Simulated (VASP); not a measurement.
# V (R-3m) in VASP: single point with PBEsol

Aim: the single point of V with PBEsol.

All numbers are computed with VASP 6.6.1; they aren't measurements. Logs are shortened: lines on timing, memory, paths and dates and some standing lists are left out, and cuts for length are marked.

### Step 1. The cell of the first run

The structure is trigonal, space group R-3m (No. 166). The conventional cell has a = 3.625 Å, b = 3.625 Å, c = 8.880 Å, α = 90.00°, β = 90.00°, γ = 120.00°. V (site symmetry 3m) has 1 V at 1.29 Å within 1.7 Å.

### Step 2. Single point, PBEsol (shortest bond scaled by 0.58)

The input, INCAR:

```
SYSTEM = V
PREC = Accurate
ENCUT = 520
EDIFF = 1E-7
ISMEAR = -1
SIGMA = 0.05
LREAL = .False.
LASPH = .True.
NELM = 60
ALGO = Normal
ISIF = 2
LWAVE = .False.
LCHARG = .False.
GGA = PS
NBANDS = 20
```

The input, KPOINTS:

```
Automatic mesh
0
Gamma
  10 10 10
  0 0 0
```

The input, POSCAR:

```
V
1.0
    0.0000000000      2.5635698487      2.5635698487
    2.5635698487      0.0000000000      2.5635698487
    2.5635698487      2.5635698487      0.0000000000
V
2
Direct
   -0.2825000000     -0.0725000000     -0.0725000000
    0.2825000000      0.0725000000      0.0725000000
```

Potentials or basis: VASP PAW PBE potentials, release 64 (V_sv).

Launch:

```sh
$ cat potpaw_PBE.64/V_sv/POTCAR > POTCAR
$ mpirun -np 1 vasp_std > vasp.out
```

OUTCAR:

```text
SYSTEM = V
   PREC = Accurate
   ENCUT = 520
   EDIFF = 1E-7
   ISMEAR = -1
   LREAL = .False.
   LASPH = .True.
   NELM = 60
   ISIF = 2
   GGA = PS

 ion  position               nearest neighbor table
   1  0.718  0.928  0.928-   2 1.29   2 2.68   2 2.68   2 2.68
   2  0.282  0.072  0.072-   1 1.29   1 2.68   1 2.68   1 2.68

 -----------------------------------------------------------------------------
|                                                                             |
|           W    W    AA    RRRRR   N    N  II  N    N   GGGG   !!!           |
|           W    W   A  A   R    R  NN   N  II  NN   N  G    G  !!!           |
|           W    W  A    A  R    R  N N  N  II  N N  N  G       !!!           |
|           W WW W  AAAAAA  RRRRR   N  N N  II  N  N N  G  GGG   !            |
|           WW  WW  A    A  R   R   N   NN  II  N   NN  G    G                |
|           W    W  A    A  R    R  N    N  II  N    N   GGGG   !!!           |
|                                                                             |
|     The distance between some ions is very small. Please check the          |
|     nearest-neighbor list in the OUTCAR file.                               |
|     I HOPE YOU KNOW WHAT YOU ARE DOING!                                     |
|                                                                             |
 -----------------------------------------------------------------------------

  LATTYP: Found a face centered cubic cell.
 ALAT       =     5.1271396974

  Lattice vectors:

 A1 = (   0.0000000000,   2.5635698487,   2.5635698487)
 A2 = (   2.5635698487,   0.0000000000,   2.5635698487)
 A3 = (   2.5635698487,   2.5635698487,   0.0000000000)

Analysis of symmetry for initial positions (statically):
=====================================================================
 Subroutine PRICEL returns:
 Original cell was already a primitive cell.

 Routine SETGRP: Setting up the symmetry group for a
 face centered cubic supercell.

 Subroutine GETGRP returns: Found 12 space group operations
 (whereof  4 operations were pure point group operations)
 out of a pool of 48 trial point group operations.

The static configuration has the point symmetry C_2h.
 The point group associated with its full space group is D_3d.

Analysis of symmetry for dynamics (positions and initial velocities):
=====================================================================
 Subroutine PRICEL returns:
 Original cell was already a primitive cell.

 Routine SETGRP: Setting up the symmetry group for a
 face centered cubic supercell.

 Subroutine GETGRP returns: Found 12 space group operations
 (whereof  4 operations were pure point group operations)
 out of a pool of 48 trial point group operations.

The dynamic configuration has the point symmetry C_2h.
 The point group associated with its full space group is D_3d.

 Subroutine INISYM returns: Found 12 space group operations
 (whereof  4 operations are pure point group operations),
 and found     1 'primitive' translations

----------------------------------------------------------------------------------------

                                     Primitive cell

  volume of cell :      33.6950

  direct lattice vectors                    reciprocal lattice vectors
     0.000000000  2.563569849  2.563569849    -0.195040521  0.195040521  0.195040521
     2.563569849  0.000000000  2.563569849     0.195040521 -0.195040521  0.195040521
     2.563569849  2.563569849  0.000000000     0.195040521  0.195040521 -0.195040521

  length of vectors
     3.625435248  3.625435248  3.625435248     0.337820093  0.337820093  0.337820093

  position of ions in fractional coordinates (direct lattice)
     0.717500000  0.927500000  0.927500000
     0.282500000  0.072500000  0.072500000

  ion indices of the primitive-cell ions
   primitive index   ion index
                 1           1
                 2           2

----------------------------------------------------------------------------------------

 KPOINTS: Automatic mesh

Automatic generation of k-mesh.
 Grid dimensions read from file:
 generate k-points for:   10   10   10

 Generating k-lattice:

  Cartesian coordinates                     Fractional coordinates (reciprocal lattice)
    -0.019504052  0.019504052  0.019504052     0.100000000  0.000000000  0.000000000
     0.019504052 -0.019504052  0.019504052     0.000000000  0.100000000  0.000000000
     0.019504052  0.019504052 -0.019504052     0.000000000  0.000000000  0.100000000

  Length of vectors
     0.033782009  0.033782009  0.033782009

  Shift w.r.t. Gamma in fractional coordinates (k-lattice)
     0.000000000  0.000000000  0.000000000

 Subroutine IBZKPT returns following result:
 ===========================================

 Found    116 irreducible k-points:

 Following reciprocal coordinates:
            Coordinates               Weight
  0.000000  0.000000  0.000000      1.000000
  0.100000  0.000000  0.000000      2.000000
  0.000000  0.100000  0.000000      6.000000
  0.200000  0.000000  0.000000      2.000000
  0.000000  0.200000  0.000000      6.000000
  0.300000  0.000000  0.000000      2.000000
[... 16 lines left out ...]
  0.000000  0.500000  0.100000     12.000000
  0.100000  0.000000  0.500000      6.000000
 [... further k-points ...]
   k-points           NKPTS =    116   k-points in BZ     NKDIM =    116   number of bands    NBANDS=     20
   number of dos      NEDOS =    301   number of ions     NIONS =      2
   total plane-waves  NPLWV =  21952
   dimension x,y,z NGX =    28 NGY =   28 NGZ =   28
   dimension x,y,z NGXF=    56 NGYF=   56 NGZF=   56
   ions per type =               2
   NGX,Y,Z   is equivalent  to a cutoff of  12.84, 12.84, 12.84 a.u.
   NGXF,Y,Z  is equivalent  to a cutoff of  25.68, 25.68, 25.68 a.u.
 SYSTEM =  V
   PREC   = accura    normal or accurate (medium, high low for compatibility)
   ISTART =      0    job   : 0-new  1-cont  2-samecut
   ICHARG =      2    charge: 1-file 2-atom 10-const
   ISPIN  =      1    spin polarized calculation?
   LNONCOLLINEAR =      F non collinear calculations
   LSORBIT =      F    spin-orbit coupling
   LASPH  =      T    aspherical Exc in radial PAW
   ENCUT  =  520.0 eV  38.22 Ry    6.18 a.u.   6.74  6.74  6.74*2*pi/ulx,y,z
   NELM   =     60;   NELMIN=  2; NELMDL= -5     # of ELM steps
   EDIFF  = 0.1E-06   stopping-criterion for ELM
   LREAL  =      F    real-space projection
   EDIFFG = 0.1E-05   stopping-criterion for IOM
   NSW    =      0    number of steps for IOM
   IBRION =     -1    ionic relax: 0-MD 1-quasi-New 2-CG
   NFREE  =      0    steps in history (QN), initial steepest desc. (CG)
   ISIF   =      2    stress and relaxation
   ISYM   =      2    0-nonsym 1-usesym 2-fastsym
   POTIM  = 0.5000    time-step for ionic-motion
   TEBEG  =    0.0;   TEEND  =   0.0 temperature during run
   PSTRESS=    0.0 pullay stress
   NELECT =      26.0000    total number of electrons
   NUPDOWN=      -1.0000    fix difference up-down
   EMIN   =  10.00;   EMAX   =-10.00  energy-range for DOS
   EFERMI =   0.00;   METHOD = LEGACY
   ISMEAR =    -1;   SIGMA  =   0.05  broadening in eV -4-tet -1-fermi 0-gaus
   EFERMI_NEDOS =   21; number of points for ismear=-14 and -15
   IALGO  =     38    algorithm
   IMIX   =      4    mixing-type and parameters
     AMIX     =   0.40;   BMIX     =  1.00
     AMIX_MAG =   1.60;   BMIX_MAG =  1.00
  volume/ion in A,a.u.               =      16.85       113.69
  Fermi-wavevector in a.u.,A,eV,Ry     =   1.501565  2.837546 30.677020  2.254697
  Thomas-Fermi vector in A             =   2.612919
   LORBIT       =      0    0 simple, 1 ext, 2 COOP (PROOUT), +10 PAW based schemes
   GGA     = PS    functional components
   LHFCALC =     F    Hartree Fock is set to
   AEXX    =    0.0000 exact exchange contribution
   IVDW    =     0    specifies the selected vdW correction
   LEPSILON=     F    determine dielectric tensor
   LRPA    =     F    only Hartree local field effects (RPA)
 non-spin polarized calculation
  energy-cutoff  :      520.00
  volume of cell :       33.69
 maximum number of plane-waves:       934
   NGX = 13   NGY = 13   NGZ = 13

 number of electron      25.9999987 magnetization

 Free energy of the ion-electron system (eV)
  ---------------------------------------------------
  ext. energy  EPLUGINS =         0.00000000
  ---------------------------------------------------
  free energy    TOTEN  =         0.05136806 eV

  energy without entropy =        0.07599240  energy(sigma->0) =        0.06368023

 E-fermi :   6.4694     XC(G=0): -11.0881

 val. band max:        6.4635987219   @ k =   0.0000   0.4000   0.3000
 cond. band min:       6.4769294680   @ k =   0.2000   0.0000   0.5000
 fundamental gap:      0.0133307461
 Fermi energy:         6.4694220083

 k-point     1 :       0.0000    0.0000    0.0000
  band No.  band energies     occupation
      1     -64.2955      2.00000
      2     -51.9669      2.00000
      3     -36.9066      2.00000
      4     -32.9190      2.00000
      5     -32.9190      2.00000
      6     -27.4207      2.00000
[... 12 lines left out ...]
     19      12.4870      0.00000
     20      18.8964      0.00000

 k-point     2 :       0.1000    0.0000    0.0000
  band No.  band energies     occupation
      1     -64.2931      2.00000
      2     -51.9790      2.00000
      3     -36.8778      2.00000
      4     -32.9293      2.00000
      5     -32.9293      2.00000
      6     -27.4021      2.00000
[... 12 lines left out ...]
     19      12.9746      0.00000
     20      17.7954      0.00000

 k-point     3 :       0.0000    0.1000    0.0000
  band No.  band energies     occupation
      1     -64.2946      2.00000
      2     -51.9708      2.00000
      3     -36.8971      2.00000
      4     -32.9306      2.00000
      5     -32.9183      2.00000
      6     -27.4242      2.00000
[... 12 lines left out ...]
     19      12.5044      0.00000
     20      18.2965      0.00000

 k-point     4 :       0.2000    0.0000    0.0000
  band No.  band energies     occupation
      1     -64.2868      2.00000
      2     -52.0103      2.00000
      3     -36.8021      2.00000
      4     -32.9560      2.00000
      5     -32.9560      2.00000
      6     -27.3536      2.00000
[... 429 lines left out ...]
 k-point    23 :       0.0000    0.5000    0.1000
  band No.  band energies     occupation
      1     -64.2848      2.00000
      2     -52.0106      2.00000
      3     -36.7944      2.00000
      4     -33.0408      2.00000
      5     -32.9184      2.00000
      6     -27.4490      2.00000
[... 12 lines left out ...]
     19      12.2798      0.00000
     20      15.4847      0.00000

 k-point    24 :       0.1000    0.0000    0.5000
  band No.  band energies     occupation
      1     -64.2848      2.00000
      2     -52.0106      2.00000
      3     -36.7948      2.00000
      4     -33.0338      2.00000
      5     -32.9247      2.00000
      6     -27.4331      2.00000
[... 12 lines left out ...]
     19      12.1755      0.00000
     20      15.4780      0.00000

 [... further k-points ...]
[... 5 lines left out ...]
  --------------------------------------------------------------------------------------
  -------------------------------------------------------------------------------------
  Total       42.5426535     42.5426535     42.5426535    -43.7788912     43.7788912    -43.7788912
  in kB     2022.8780245   2022.8780245   2022.8780245  -2081.6603943   2081.6603943  -2081.6603943
  external PRESSURE =    2022.8780245 kB  Pullay stress =       0.0000000 kB

 VOLUME and BASIS-vectors are now :
 -----------------------------------------------------------------------------
  energy-cutoff  :      520.00
  volume of cell :       33.69
      direct lattice vectors                 reciprocal lattice vectors
     0.000000000  2.563569849  2.563569849    -0.195040521  0.195040521  0.195040521
     2.563569849  0.000000000  2.563569849     0.195040521 -0.195040521  0.195040521
     2.563569849  2.563569849  0.000000000     0.195040521  0.195040521 -0.195040521

 POSITION                                       TOTAL-FORCE (eV/Angst)
 -----------------------------------------------------------------------------------
      4.75542      4.21707      4.21707       -57.387698     57.387698     57.387698
      0.37172      0.91007      0.91007        57.387698    -57.387698    -57.387698
 -----------------------------------------------------------------------------------
    total drift:                               -0.000000     -0.000000     -0.000000

  FREE ENERGIE OF THE ION-ELECTRON SYSTEM (eV)
  ---------------------------------------------------
  free  energy   TOTEN  =         0.0513680600 eV

  energy  without entropy=        0.0759924045  energy(sigma->0) =        0.06368023
```

Run time: 91 s. Hardware: 1 thread of Intel Xeon 8259CL, shared host; peak memory 0.2 GiB.

What came out:

```
Free energy            : 0.0514 eV
Pressure               : 202.3 GPa
Largest force          : 99.398 eV/Å
Band gap on the k mesh : zero (band 13 reaches 6.77 eV, above the bottom of band 14 at 5.62 eV)
```

Forces in eV/Å, atoms in the order of the input:
```
V   -57.388  57.388  57.388
V    57.388 -57.388 -57.388
```

Caveat: the cell differs from its parent crystal (shortest bond scaled by 0.58); the PAW data sets were made with another functional, which shifts forces and pressure a little.
